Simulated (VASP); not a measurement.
Wanted: the native input for a VASP 6.6.1 run.

```
Task                   : relaxation of shape and atoms at fixed volume
Functional             : r2SCAN
Potentials or basis    : VASP PAW PBE potentials, release 64 (Hf_pv, N)
Cutoff                 : 600 eV
k mesh                 : 12 × 12 × 12
Occupations            : gaussian, width 0.05 eV
Spin                   : no spin polarisation
Dipole correction      : no
Further INCAR settings : ALGO = Normal; EDIFF = 1e-06; IBRION = 2; EDIFFG = -0.01; NSW = 60; ISIF = 4
```

HfN:

```xyz
2
Lattice="3.0772 0.0000 0.0000 -1.5386 2.6650 0.0000 0.0000 0.0000 2.8793" Properties=species:S:1:pos:R:3 pbc="T T T"
Hf    0.0000    0.0000    0.0000
N     1.5386    0.8883    1.4397
```

These files were run (other wordings do the same):

POSCAR

```
HfN
1.0
    3.0772353041      0.0000000000      0.0000000000
   -1.5386176521      2.6649639468      0.0000000000
    0.0000000000      0.0000000000      2.8793190683
Hf N
1 1
Direct
    0.0000000000      0.0000000000      0.0000000000
    0.6666666667      0.3333333333      0.5000000000
```

INCAR.step1

```
ALGO = Normal ; EDIFF = 1E-4
ENCUT = 600 ; GGA = PE
ISMEAR = 0 ; LASPH = True
LCHARG = False ; LREAL = False
LWAVE = True ; NELM = 60
PREC = Accurate ; SIGMA = 0.05
```

INCAR.step2

```
ALGO = Normal ; EDIFF = 1E-6
EDIFFG = -0.01 ; ENCUT = 600
IBRION = 2 ; ISIF = 4
ISMEAR = 0 ; ISTART = 1
LASPH = True ; LCHARG = False
LMIXTAU = True ; LREAL = False
LWAVE = False ; METAGGA = R2SCAN
NELM = 60 ; NSW = 60
PREC = Accurate ; SIGMA = 0.05
```

KPOINTS

```
k-points
0
Gamma
  12 12 12
```

Potentials or basis: VASP PAW PBE potentials, release 64 (Hf_pv, N).

Launch:

```console
$ cat potpaw_PBE.64/Hf_pv/POTCAR potpaw_PBE.64/N/POTCAR > POTCAR
$ cp INCAR.step1 INCAR
$ mpirun -np 1 vasp_std > vasp.out
$ cp INCAR.step2 INCAR
$ mpirun -np 1 vasp_std > vasp.out
```

Results of the run:

The energy gained by relaxing is 0.0 meV/atom and the ionic steps are 3. The pressure after relaxing is 0.2 GPa. The band gap on the k mesh is zero (an odd number of electrons rules out a gap without spin polarisation).

Caveat: the PAW data sets were made with another functional, which shifts forces and pressure a little; spin-orbit coupling is left out, which moves the levels of the heavy elements.

It took 10 min on 1 thread of Intel Xeon 8259CL (shared host), peak memory 0.2 GiB.
